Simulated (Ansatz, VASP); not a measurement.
# One calculation of Tl2SnH4, two programs

```
Tl Sn H
1.0
     3.70084    0.00000    0.00000
    -1.85042    3.20502    0.00000
     0.00000    0.00000   11.73975
Tl Sn H
2 1 4
Direct
  0.00000 0.00000 0.76298
  0.00000 0.00000 0.23702
  0.33333 0.66667 0.00000
  0.00000 0.00000 0.41669
  0.00000 0.00000 0.58331
  0.00000 0.00000 0.50000
  0.00000 0.00000 0.00000
```

Alike in both runs: task single point; functional PBE; k mesh 12 × 12 × 4; occupations gaussian, width 0.1 eV; no spin polarisation.

```csv
,VASP,Ansatz
version,VASP 6.6.1,Ansatz 0.2.0
potentials or method,"VASP PAW PBE potentials, release 64 (Tl_d, Sn_d, H), cutoff 520 eV","scalar-relativistic, plane waves, PAW"
valence electrons in the cell,44,44
```

|  | VASP | Ansatz | Ansatz less VASP |
| --- | --- | --- | --- |
| gap on the k mesh at the Fermi level (eV) | none | none | - |
| pressure (GPa) | -0.1 | 0.0 | +0.09 |

A gap of «none» marks a metal or a gap that the smearing closes.

Spin-orbit coupling is off throughout.
